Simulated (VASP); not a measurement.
# MnHg (P4/mmm) in VASP: single point with PBE

Aim: the single point of MnHg with PBE.

Program: VASP 6.6.1. These are calculated values, not measurements. Logs are shortened: lines on timing, memory, paths and dates and some standing lists are left out, and cuts for length are marked.

## Step 1: The cell of the first run

The structure is tetragonal, space group P4/mmm (No. 123). Conventional cell: a = 3.288 Å, b = 3.288 Å, c = 3.313 Å, α = 90.00°, β = 90.00°, γ = 90.00°. Within 3.8 Å of Mn (site symmetry 4/mmm) lie 8 Hg at 2.85 Å and 6 Mn at 3.29 to 3.31 Å. Within 3.8 Å of Hg (site symmetry 4/mmm) lie 8 Mn at 2.85 Å and 6 Hg at 3.29 to 3.31 Å.

## Step 2: Single point, PBE, collinear spin, ferromagnetic start

INCAR

```
  PREC = Accurate
  ENCUT = 520
  EDIFF = 1E-6
  ISMEAR = 0
  SIGMA = 0.05
  LREAL = F
  LASPH = T
  NELM = 150
  ALGO = Fast
  ISIF = 2
  LWAVE = F
  LCHARG = F
  ISPIN = 2
  MAGMOM = 4.21 0
  LORBIT = 11
  LMAXMIX = 4
  GGA = PE
  NBANDS = 24
```

KPOINTS

```
regular mesh
0
Gamma
  10 10 10
```

POSCAR

```
MnHg
1.0
    3.2880013014      0.0000000000      0.0000000000
    0.0000000000      3.2880013014      0.0000000000
    0.0000000000      0.0000000000      3.3130013113
Mn Hg
1 1
Direct
    0.5000000000      0.5000000000      0.5000000000
    0.0000000000      0.0000000000      0.0000000000
```

Potentials or basis: VASP PAW PBE potentials, release 64 (Mn_pv, Hg).

Run with:

```bash
$ cat potpaw_PBE.64/Mn_pv/POTCAR potpaw_PBE.64/Hg/POTCAR > POTCAR
$ mpirun -np 1 vasp_std > vasp.out
```

OUTCAR:

```text
PREC = Accurate
   ENCUT = 520
   EDIFF = 1E-6
   ISMEAR = 0
   LREAL = F
   LASPH = T
   NELM = 150
   ISIF = 2
   ISPIN = 2
   LORBIT = 11
   GGA = PE

 ion  position               nearest neighbor table
   1  0.500  0.500  0.500-   2 2.85   2 2.85   2 2.85   2 2.85   2 2.85   2 2.85   2 2.85   2 2.85

   2  0.000  0.000  0.000-   1 2.85   1 2.85   1 2.85   1 2.85   1 2.85   1 2.85   1 2.85   1 2.85

  LATTYP: Found a simple tetragonal cell.
 ALAT       =     3.2880013014
 C/A-ratio  =     1.0076034063

  Lattice vectors:

 A1 = (   3.2880013014,   0.0000000000,   0.0000000000)
 A2 = (   0.0000000000,   3.2880013014,   0.0000000000)
 A3 = (   0.0000000000,   0.0000000000,   3.3130013113)

Analysis of symmetry for initial positions (statically):
=====================================================================
 Subroutine PRICEL returns:
 Original cell was already a primitive cell.

 Routine SETGRP: Setting up the symmetry group for a
 simple tetragonal supercell.

 Subroutine GETGRP returns: Found 16 space group operations
 (whereof 16 operations were pure point group operations)
 out of a pool of 16 trial point group operations.

The static configuration has the point symmetry D_4h.

Analysis of symmetry for dynamics (positions and initial velocities):
=====================================================================
 Subroutine PRICEL returns:
 Original cell was already a primitive cell.

 Routine SETGRP: Setting up the symmetry group for a
 simple tetragonal supercell.

 Subroutine GETGRP returns: Found 16 space group operations
 (whereof 16 operations were pure point group operations)
 out of a pool of 16 trial point group operations.

The dynamic configuration has the point symmetry D_4h.

Analysis of structural, dynamic, and magnetic symmetry:
=====================================================================
 Subroutine PRICEL returns:
 Original cell was already a primitive cell.

 Routine SETGRP: Setting up the symmetry group for a
 simple tetragonal supercell.

 Subroutine GETGRP returns: Found 16 space group operations
 (whereof 16 operations were pure point group operations)
 out of a pool of 16 trial point group operations.

The overall configuration has the point symmetry D_4h.

 Subroutine INISYM returns: Found 16 space group operations
 (whereof 16 operations are pure point group operations),
 and found     1 'primitive' translations

----------------------------------------------------------------------------------------

                                     Primitive cell

  volume of cell :      35.8167

  direct lattice vectors                    reciprocal lattice vectors
     3.288001301  0.000000000  0.000000000     0.304136133  0.000000000  0.000000000
     0.000000000  3.288001301  0.000000000     0.000000000  0.304136133  0.000000000
     0.000000000  0.000000000  3.313001311     0.000000000  0.000000000  0.301841112

  length of vectors
     3.288001301  3.288001301  3.313001311     0.304136133  0.304136133  0.301841112

  position of ions in fractional coordinates (direct lattice)
     0.500000000  0.500000000  0.500000000
     0.000000000  0.000000000  0.000000000

  ion indices of the primitive-cell ions
   primitive index   ion index
                 1           1
                 2           2

----------------------------------------------------------------------------------------

 KPOINTS: regular mesh

Automatic generation of k-mesh.
 Grid dimensions read from file:
 generate k-points for:   10   10   10

 Generating k-lattice:

  Cartesian coordinates                     Fractional coordinates (reciprocal lattice)
     0.030413613  0.000000000  0.000000000     0.100000000  0.000000000  0.000000000
     0.000000000  0.030413613  0.000000000     0.000000000  0.100000000  0.000000000
     0.000000000  0.000000000  0.030184111     0.000000000  0.000000000  0.100000000

  Length of vectors
     0.030413613  0.030413613  0.030184111

  Shift w.r.t. Gamma in fractional coordinates (k-lattice)
     0.000000000  0.000000000  0.000000000

 Subroutine IBZKPT returns following result:
 ===========================================

 Found    126 irreducible k-points:

 Following reciprocal coordinates:
            Coordinates               Weight
  0.000000  0.000000  0.000000      1.000000
  0.100000  0.000000  0.000000      4.000000
  0.200000  0.000000  0.000000      4.000000
  0.300000  0.000000  0.000000      4.000000
  0.400000  0.000000  0.000000      4.000000
  0.500000  0.000000  0.000000      2.000000
[... 16 lines left out ...]
  0.100000  0.000000  0.100000      8.000000
  0.200000  0.000000  0.100000      8.000000
 [... further k-points ...]
   k-points           NKPTS =    126   k-points in BZ     NKDIM =    126   number of bands    NBANDS=     24
   number of dos      NEDOS =    301   number of ions     NIONS =      2
   total plane-waves  NPLWV =  16128
   dimension x,y,z NGX =    24 NGY =   24 NGZ =   28
   dimension x,y,z NGXF=    48 NGYF=   48 NGZF=   56
   ions per type =               1   1
   NGX,Y,Z   is equivalent  to a cutoff of  12.13, 12.13, 14.05 a.u.
   NGXF,Y,Z  is equivalent  to a cutoff of  24.27, 24.27, 28.10 a.u.
 SYSTEM =  unknown system
   PREC   = accura    normal or accurate (medium, high low for compatibility)
   ISTART =      0    job   : 0-new  1-cont  2-samecut
   ICHARG =      2    charge: 1-file 2-atom 10-const
   ISPIN  =      2    spin polarized calculation?
   LNONCOLLINEAR =      F non collinear calculations
   LSORBIT =      F    spin-orbit coupling
   LASPH  =      T    aspherical Exc in radial PAW
   ENCUT  =  520.0 eV  38.22 Ry    6.18 a.u.   6.11  6.11  6.16*2*pi/ulx,y,z
   NELM   =    150;   NELMIN=  2; NELMDL= -5     # of ELM steps
   EDIFF  = 0.1E-05   stopping-criterion for ELM
   LREAL  =      F    real-space projection
   EDIFFG = 0.1E-04   stopping-criterion for IOM
   NSW    =      0    number of steps for IOM
   IBRION =     -1    ionic relax: 0-MD 1-quasi-New 2-CG
   NFREE  =      0    steps in history (QN), initial steepest desc. (CG)
   ISIF   =      2    stress and relaxation
   ISYM   =      2    0-nonsym 1-usesym 2-fastsym
   POTIM  = 0.5000    time-step for ionic-motion
   TEBEG  =    0.0;   TEEND  =   0.0 temperature during run
   PSTRESS=    0.0 pullay stress
   NELECT =      25.0000    total number of electrons
   NUPDOWN=      -1.0000    fix difference up-down
   EMIN   =  10.00;   EMAX   =-10.00  energy-range for DOS
   EFERMI =   0.00;   METHOD = LEGACY
   ISMEAR =     0;   SIGMA  =   0.05  broadening in eV -4-tet -1-fermi 0-gaus
   EFERMI_NEDOS =   21; number of points for ismear=-14 and -15
   IALGO  =     68    algorithm
   IMIX   =      4    mixing-type and parameters
     AMIX     =   0.40;   BMIX     =  1.00
     AMIX_MAG =   1.60;   BMIX_MAG =  1.00
  volume/ion in A,a.u.               =      17.91       120.85
  Fermi-wavevector in a.u.,A,eV,Ry     =   1.452200  2.744259 28.693104  2.108884
  Thomas-Fermi vector in A             =   2.569609
   LORBIT       =     11    0 simple, 1 ext, 2 COOP (PROOUT), +10 PAW based schemes
   GGA     = PE    functional components
   LHFCALC =     F    Hartree Fock is set to
   AEXX    =    0.0000 exact exchange contribution
   IVDW    =     0    specifies the selected vdW correction
   LEPSILON=     F    determine dielectric tensor
   LRPA    =     F    only Hartree local field effects (RPA)
 spin polarized calculation
 RMM-DIIS sequential band-by-band and
 Gauss-broadening in eV      SIGMA  =   0.05
  energy-cutoff  :      520.00
  volume of cell :       35.82
 maximum number of plane-waves:       984
   NGX = 13   NGY = 13   NGZ = 13

 number of electron      25.0000000 magnetization       3.8545736

 Free energy of the ion-electron system (eV)
  ---------------------------------------------------
  ext. energy  EPLUGINS =         0.00000000
  ---------------------------------------------------
  free energy    TOTEN  =        -8.48325648 eV

  energy without entropy =       -8.47972616  energy(sigma->0) =       -8.48149132

 E-fermi :   5.7041     XC(G=0): -11.7764

 val. band max:        5.7002010555   @ k =   0.3000   0.2000   0.2000
 cond. band min:       5.7053121724   @ k =   0.3000   0.3000   0.5000
 fundamental gap:      0.0051111169
 Fermi energy:         5.7040911191

 spin component 1

 k-point     1 :       0.0000    0.0000    0.0000
  band No.  band energies     occupation
      1     -44.4485      1.00000
      2     -44.4456      1.00000
      3     -44.4456      1.00000
      4      -4.0804      1.00000
      5      -2.6669      1.00000
      6      -2.6545      1.00000
[... 16 lines left out ...]
     23      22.8688      0.00000
     24      26.7077      0.00000
[... 598 lines left out ...]
      2     -44.4497      1.00000
      3     -44.4451      1.00000
      4      -3.3463      1.00000
      5      -2.4997      1.00000
      6      -2.3072      1.00000
[... 16 lines left out ...]
     23      22.3737      0.00000
     24      24.2302      0.00000

 [... further k-points ...]

 spin component 2

 k-point     1 :       0.0000    0.0000    0.0000
  band No.  band energies     occupation
      1     -40.4478      1.00000
      2     -40.4451      1.00000
      3     -40.4451      1.00000
      4      -3.8716      1.00000
      5      -2.6527      1.00000
      6      -2.6385      1.00000
[... 16 lines left out ...]
     23      22.8892      0.00000
     24      27.6571      0.00000
[... 598 lines left out ...]
      2     -40.4492      1.00000
      3     -40.4445      1.00000
      4      -3.1640      1.00000
      5      -2.5035      1.00000
      6      -2.2780      1.00000
[... 16 lines left out ...]
     23      22.7873      0.00000
     24      24.6585      0.00000

 [... further k-points ...]
[... 5 lines left out ...]
  --------------------------------------------------------------------------------------
  -------------------------------------------------------------------------------------
  Total        0.4548918      0.4548918      0.4803222      0.0000000     -0.0000000      0.0000000
  in kB       20.3485324     20.3485324     21.4861036      0.0000000     -0.0000000      0.0000000
  external PRESSURE =      20.7277228 kB  Pullay stress =       0.0000000 kB

 VOLUME and BASIS-vectors are now :
 -----------------------------------------------------------------------------
  energy-cutoff  :      520.00
  volume of cell :       35.82
      direct lattice vectors                 reciprocal lattice vectors
     3.288001301  0.000000000  0.000000000     0.304136133  0.000000000  0.000000000
     0.000000000  3.288001301  0.000000000     0.000000000  0.304136133  0.000000000
     0.000000000  0.000000000  3.313001311     0.000000000  0.000000000  0.301841112

 POSITION                                       TOTAL-FORCE (eV/Angst)
 -----------------------------------------------------------------------------------
      1.64400      1.64400      1.65650         0.000000      0.000000      0.000000
      0.00000      0.00000      0.00000         0.000000      0.000000      0.000000
 -----------------------------------------------------------------------------------
    total drift:                                0.000000      0.000000     -0.000000

  FREE ENERGIE OF THE ION-ELECTRON SYSTEM (eV)
  ---------------------------------------------------
  free  energy   TOTEN  =        -8.4832564797 eV

  energy  without entropy=       -8.4797261622  energy(sigma->0) =       -8.48149132

 total charge

# of ion       s       p       d       tot
------------------------------------------
    1        0.253   6.179   4.987  11.418
    2        0.814   0.532   9.257  10.603
--------------------------------------------------
tot          1.066   6.711  14.244  22.021

 magnetization (x)

# of ion       s       p       d       tot
------------------------------------------
    1        0.027   0.015   3.740   3.782
    2       -0.048  -0.061   0.047  -0.062
--------------------------------------------------
tot         -0.022  -0.045   3.787   3.720
```

It took 66 s on 1 thread of Intel Xeon Platinum 8559C (Emerald Rapids), shared host; peak memory 0.27 GiB.

What came out:

* Free energy: -8.4833 eV
* Pressure: 2.1 GPa
* Net moment: 3.85 μB per cell
* Site moments: Mn +3.78; Hg -0.06 μB
* Valence electrons inside the program's atomic spheres: Mn 11.42; Hg 10.60

Stress tensor (GPa, compression positive):
```
2.03 0.00 0.00
0.00 2.03 0.00
0.00 0.00 2.15
```

Levels at points of the mesh, in eV from the Fermi level:
Spin up:
```
           k point  band 12  band 13  band 14  band 15  band 16  band 17  band 18  band 19
(0.00, 0.00, 0.00)    -2.05    -2.05    -2.05     4.78     5.00     5.00     8.79    11.23
(0.50, 0.00, 0.00)    -2.79    -2.76    -2.27    -1.54    10.06    10.26    10.69    11.21
(0.50, 0.50, 0.00)    -2.07    -2.00    -1.69    -1.69     0.73     3.03    11.77    11.77
(0.00, 0.00, 0.50)    -2.76    -2.76    -2.26    -1.59    10.19    10.19    10.79    11.34
(0.50, 0.00, 0.50)    -2.06    -2.01    -1.74    -1.73     0.69     2.96    11.90    11.91
(0.50, 0.50, 0.50)    -1.99    -1.97     0.50     4.16     4.16     4.21     4.60     4.88
```
Spin down:
```tsv
k point	band 7	band 8	band 9	band 10	band 11	band 12	band 13	band 14	band 15	band 16
(0.00, 0.00, 0.00)	-7.13	-7.13	-7.12	0.27	0.29	1.46	1.46	1.47	5.14	5.36
(0.50, 0.00, 0.00)	-7.49	-7.03	-5.00	-4.53	-0.09	0.35	0.40	1.26	2.04	10.63
(0.50, 0.50, 0.00)	-7.59	-6.54	-3.50	-1.45	-1.45	0.49	1.28	1.28	1.88	3.25
(0.00, 0.00, 0.50)	-7.49	-7.02	-5.09	-4.57	-0.10	0.40	0.40	1.27	1.99	10.75
(0.50, 0.00, 0.50)	-7.55	-6.56	-3.56	-1.50	-1.49	0.45	1.29	1.30	1.86	3.23
(0.50, 0.50, 0.50)	-6.54	-6.52	-1.66	-1.65	-1.65	0.37	1.89	1.91	5.61	5.61
```

Caveat: spin-orbit coupling is left out, which moves the levels of the heavy elements.
